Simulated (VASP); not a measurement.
# Mg (P6/mmm) in VASP: a series of runs, part 2 of 2

VASP 6.6.1.

**5. Single point, PBE (strain -0.040 along x and y, +0.040 along z)**

Input file INCAR:

```
SYSTEM = Mg
PREC = Accurate
ENCUT = 520
EDIFF = 1E-6
ISMEAR = 0
SIGMA = 0.15
LREAL = .FALSE.
LASPH = .TRUE.
NELM = 100
ALGO = Normal
ISIF = 2
LWAVE = .FALSE.
LCHARG = .FALSE.
GGA = PE
NBANDS = 7
```

Input file KPOINTS:

```
Automatic mesh
0
G
  18 18 16
  0 0 0
```

Input file POSCAR:

```
Mg
1.0
    2.9282878085      0.0000000000      0.0000000000
   -1.4641439043      2.5359716317      0.0000000000
    0.0000000000      0.0000000000      3.1666310728
Mg
1
Direct
    0.0000000000      0.0000000000      0.0000000000
```

Potentials or basis: VASP PAW PBE potentials, release 64 (Mg).

Started as:

```sh
$ cat potpaw_PBE.64/Mg/POTCAR > POTCAR
$ mpirun -np 1 vasp_std > vasp.out
```

OUTCAR:

```text
SYSTEM = Mg
   PREC = Accurate
   ENCUT = 520
   EDIFF = 1E-6
   ISMEAR = 0
   LREAL = .FALSE.
   LASPH = .TRUE.
   NELM = 100
   ISIF = 2
   GGA = PE

 ion  position               nearest neighbor table
   1  0.000  0.000  0.000-

  LATTYP: Found a hexagonal cell.
 ALAT       =     2.9282878085
 C/A-ratio  =     1.0813933875

  Lattice vectors:

 A1 = (   2.9282878085,   0.0000000000,   0.0000000000)
 A2 = (  -1.4641439043,   2.5359716317,   0.0000000000)
 A3 = (   0.0000000000,   0.0000000000,   3.1666310728)

Analysis of symmetry for initial positions (statically):
=====================================================================
 Subroutine PRICEL returns:
 Original cell was already a primitive cell.

 Routine SETGRP: Setting up the symmetry group for a
 hexagonal supercell.

 Subroutine GETGRP returns: Found 24 space group operations
 (whereof 24 operations were pure point group operations)
 out of a pool of 24 trial point group operations.

The static configuration has the point symmetry D_6h.

Analysis of symmetry for dynamics (positions and initial velocities):
=====================================================================
 Subroutine PRICEL returns:
 Original cell was already a primitive cell.

 Routine SETGRP: Setting up the symmetry group for a
 hexagonal supercell.

 Subroutine GETGRP returns: Found 24 space group operations
 (whereof 24 operations were pure point group operations)
 out of a pool of 24 trial point group operations.

The dynamic configuration has the point symmetry D_6h.

 Subroutine INISYM returns: Found 24 space group operations
 (whereof 24 operations are pure point group operations),
 and found     1 'primitive' translations

----------------------------------------------------------------------------------------

                                     Primitive cell

  volume of cell :      23.5156

  direct lattice vectors                    reciprocal lattice vectors
     2.928287808  0.000000000  0.000000000     0.341496487  0.197163089  0.000000000
    -1.464143904  2.535971632  0.000000000     0.000000000  0.394326178  0.000000000
     0.000000000  0.000000000  3.166631073     0.000000000  0.000000000  0.315793023

  length of vectors
     2.928287808  2.928287808  3.166631073     0.394326178  0.394326178  0.315793023

  position of ions in fractional coordinates (direct lattice)
     0.000000000  0.000000000  0.000000000

  ion indices of the primitive-cell ions
   primitive index   ion index
                 1           1

----------------------------------------------------------------------------------------

 KPOINTS: Automatic mesh

Automatic generation of k-mesh.
 Grid dimensions read from file:
 generate k-points for:   18   18   16

 Generating k-lattice:

  Cartesian coordinates                     Fractional coordinates (reciprocal lattice)
     0.018972027  0.010953505  0.000000000     0.055555556  0.000000000  0.000000000
     0.000000000  0.021907010  0.000000000     0.000000000  0.055555556  0.000000000
     0.000000000  0.000000000  0.019737064     0.000000000  0.000000000  0.062500000

  Length of vectors
     0.021907010  0.021907010  0.019737064

  Shift w.r.t. Gamma in fractional coordinates (k-lattice)
     0.000000000  0.000000000  0.000000000

 Subroutine IBZKPT returns following result:
 ===========================================

 Found    333 irreducible k-points:

 Following reciprocal coordinates:
            Coordinates               Weight
  0.000000  0.000000  0.000000      1.000000
  0.055556 -0.000000  0.000000      6.000000
  0.111111 -0.000000  0.000000      6.000000
  0.166667 -0.000000  0.000000      6.000000
  0.222222 -0.000000  0.000000      6.000000
  0.277778 -0.000000  0.000000      6.000000
[... 16 lines left out ...]
  0.333333  0.111111  0.000000     12.000000
  0.388889  0.111111  0.000000     12.000000
 [... further k-points ...]
   k-points           NKPTS =    333   k-points in BZ     NKDIM =    333   number of bands    NBANDS=      7
   number of dos      NEDOS =    301   number of ions     NIONS =      1
   total plane-waves  NPLWV =  13824
   dimension x,y,z NGX =    24 NGY =   24 NGZ =   24
   dimension x,y,z NGXF=    48 NGYF=   48 NGZF=   48
   ions per type =               1
   NGX,Y,Z   is equivalent  to a cutoff of  13.63, 13.63, 12.60 a.u.
   NGXF,Y,Z  is equivalent  to a cutoff of  27.25, 27.25, 25.20 a.u.
 SYSTEM =  Mg
   PREC   = accura    normal or accurate (medium, high low for compatibility)
   ISTART =      0    job   : 0-new  1-cont  2-samecut
   ICHARG =      2    charge: 1-file 2-atom 10-const
   ISPIN  =      1    spin polarized calculation?
   LNONCOLLINEAR =      F non collinear calculations
   LSORBIT =      F    spin-orbit coupling
   LASPH  =      T    aspherical Exc in radial PAW
   ENCUT  =  520.0 eV  38.22 Ry    6.18 a.u.   5.44  5.44  5.89*2*pi/ulx,y,z
   NELM   =    100;   NELMIN=  2; NELMDL= -5     # of ELM steps
   EDIFF  = 0.1E-05   stopping-criterion for ELM
   LREAL  =      F    real-space projection
   EDIFFG = 0.1E-04   stopping-criterion for IOM
   NSW    =      0    number of steps for IOM
   IBRION =     -1    ionic relax: 0-MD 1-quasi-New 2-CG
   NFREE  =      0    steps in history (QN), initial steepest desc. (CG)
   ISIF   =      2    stress and relaxation
   ISYM   =      2    0-nonsym 1-usesym 2-fastsym
   POTIM  = 0.5000    time-step for ionic-motion
   TEBEG  =    0.0;   TEEND  =   0.0 temperature during run
   PSTRESS=    0.0 pullay stress
   NELECT =       2.0000    total number of electrons
   NUPDOWN=      -1.0000    fix difference up-down
   EMIN   =  10.00;   EMAX   =-10.00  energy-range for DOS
   EFERMI =   0.00;   METHOD = LEGACY
   ISMEAR =     0;   SIGMA  =   0.15  broadening in eV -4-tet -1-fermi 0-gaus
   EFERMI_NEDOS =   21; number of points for ismear=-14 and -15
   IALGO  =     38    algorithm
   IMIX   =      4    mixing-type and parameters
     AMIX     =   0.40;   BMIX     =  1.00
     AMIX_MAG =   1.60;   BMIX_MAG =  1.00
  volume/ion in A,a.u.               =      23.52       158.69
  Fermi-wavevector in a.u.,A,eV,Ry     =   0.719946  1.360500  7.052193  0.518322
  Thomas-Fermi vector in A             =   1.809271
   LORBIT       =      0    0 simple, 1 ext, 2 COOP (PROOUT), +10 PAW based schemes
   GGA     = PE    functional components
   LHFCALC =     F    Hartree Fock is set to
   AEXX    =    0.0000 exact exchange contribution
   IVDW    =     0    specifies the selected vdW correction
   LEPSILON=     F    determine dielectric tensor
   LRPA    =     F    only Hartree local field effects (RPA)
 non-spin polarized calculation
 Gauss-broadening in eV      SIGMA  =   0.15
  energy-cutoff  :      520.00
  volume of cell :       23.52
 maximum number of plane-waves:       654
 NGX is ok and might be reduce to    24
   NGX = 11   NGY = 11   NGZ = 11

 number of electron       2.0000000 magnetization

 Free energy of the ion-electron system (eV)
  ---------------------------------------------------
  ext. energy  EPLUGINS =         0.00000000
  ---------------------------------------------------
  free energy    TOTEN  =        -1.23034791 eV

  energy without entropy =       -1.22579398  energy(sigma->0) =       -1.22807095

 E-fermi :   2.4589     XC(G=0):  -8.3747

 val. band max:        2.4279900716   @ k =   0.4444   0.1111   0.1875
 cond. band min:       2.4730203844   @ k =   0.4444   0.1111   0.3125
 fundamental gap:      0.0450303128
 Fermi energy:         2.4589468115

 k-point     1 :       0.0000    0.0000    0.0000
  band No.  band energies     occupation
      1      -4.3559      2.00000
      2       9.6124      0.00000
      3       9.8005      0.00000
      4      16.1279      0.00000
      5      16.1279      0.00000
      6      17.9568      0.00000
      7      17.9568      0.00000
[... 221 lines left out ...]
 k-point    24 :       0.3889    0.1111    0.0000
  band No.  band energies     occupation
      1       0.3406      2.00000
      2       2.8906      0.00005
      3       8.7990      0.00000
      4      13.8176      0.00000
      5      14.4459      0.00000
      6      16.2697      0.00000
      7      16.5671      0.00000

 [... further k-points ...]

------------------------ aborting loop because EDIFF is reached ----------------------------------------

  FORCE on cell =-STRESS in cart. coord.  units (eV):
  Direction    XX          YY          ZZ          XY          YZ          ZX
  --------------------------------------------------------------------------------------
  -------------------------------------------------------------------------------------
  Total        0.9303032      0.9303032     -0.1583190     -0.0000000      0.0000000      0.0000000
  in kB       63.3839737     63.3839737    -10.7866836     -0.0000000      0.0000000      0.0000000
  external PRESSURE =      38.6604213 kB  Pullay stress =       0.0000000 kB

 VOLUME and BASIS-vectors are now :
 -----------------------------------------------------------------------------
  energy-cutoff  :      520.00
  volume of cell :       23.52
      direct lattice vectors                 reciprocal lattice vectors
     2.928287808  0.000000000  0.000000000     0.341496487  0.197163089  0.000000000
    -1.464143904  2.535971632  0.000000000     0.000000000  0.394326178  0.000000000
     0.000000000  0.000000000  3.166631073     0.000000000  0.000000000  0.315793023

 POSITION                                       TOTAL-FORCE (eV/Angst)
 -----------------------------------------------------------------------------------
      0.00000      0.00000      0.00000         0.000000      0.000000      0.000000
 -----------------------------------------------------------------------------------
    total drift:                               -0.000000      0.000000      0.000000

  FREE ENERGIE OF THE ION-ELECTRON SYSTEM (eV)
  ---------------------------------------------------
  free  energy   TOTEN  =        -1.2303479130 eV

  energy  without entropy=       -1.2257939810  energy(sigma->0) =       -1.22807095
```

stdout:

```text
POSCAR found type information on POSCAR Mg
 POSCAR found :  1 types and       1 ions
 scaLAPACK will be used
 LDA part: xc-table for (Slater+PW92), standard interpolation
 POSCAR, INCAR and KPOINTS ok, starting setup
 FFT: planning ... GRIDC
 FFT: planning ... GRID_SOFT
 FFT: planning ... GRID
 WAVECAR not read
 entering main loop
```

Wall time 9.5 s (1 thread of Intel Xeon 6975P-C (Granite Rapids), shared host); peak memory 0.17 GiB.

What came out:

```yaml
Free_energy: -1.2303 eV
Pressure: 3.9 GPa
Band_gap_on_the_k_mesh: zero (bands 1 and 2 overlap by 5.45 eV)
```

Stress tensor (GPa, compression positive):
```
 6.34  0.00  0.00
 0.00  6.34  0.00
 0.00  0.00 -1.08
```

Caveat: the cell differs from its parent crystal (strain -0.040 along x and y, +0.040 along z); the cell stands under pressure.

**6. Summary**

```csv
cell,gap on the mesh (eV),pressure (GPa)
"a = 3.050, b = 3.050, c = 2.801 Å, angles 90.0, 90.0, 120.0°, 1 atom",none,4.0
"a = 2.928, b = 2.928, c = 3.045 Å, angles 90.0, 90.0, 120.0°, 1 atom",none,4.9
"a = 3.050, b = 3.050, c = 2.923 Å, angles 90.0, 90.0, 120.0°, 1 atom",none,2.4
"a = 2.928, b = 2.928, c = 3.167 Å, angles 90.0, 90.0, 120.0°, 1 atom",none,3.9
```

Alike in all rows: task single point; level PBE; potentials or basis VASP PAW PBE potentials, release 64 (Mg); no spin polarisation; k mesh 18 × 18 × 16; cutoff (eV) 520; smearing gaussian 0.15 eV.

Caveats: the cell stands under pressure (at least some runs).

Total energies depend on the potentials used, so only differences within one code and one set of settings carry meaning.
